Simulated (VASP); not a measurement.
AlIr:

```
Al Ir
1.0
     2.99455    0.00000    0.00000
     0.00000    2.99455    0.00000
     0.00000    0.00000    2.99455
Al Ir
1 1
Direct
  0.00000 0.00000 0.00000
  0.50000 0.50000 0.50000
```

Base run:

```yaml
Program: VASP 6.6.1
Functional: LDA
Potentials_or_basis: VASP PAW LDA potentials, release 64 (Al, Ir)
Cutoff: 520 eV
k_mesh: 11 × 11 × 11
Occupations: fermi-dirac, width 0.03 eV
Spin: collinear spin
Starting_moments: "[0.0, 0.6] μB"
Fixed_moment: 0.6 μB
```

Its results: pressure -0.9 GPa; site moments Al +0.01; Ir +0.52 μB.

**Question.** The run is repeated on the same cell with these changes: fixed moment from 0.6 μB to 1.6 μB; moments at the start from [0.0, 0.6] to [0.0, 1.6]. What comes out?

**Answer.** Pressure 11.8 GPa; site moments Al +0.07; Ir +1.31 μB.

Caveats: the total moment is fixed, so each spin has its own Fermi level; the cell stands under pressure (at least some runs).
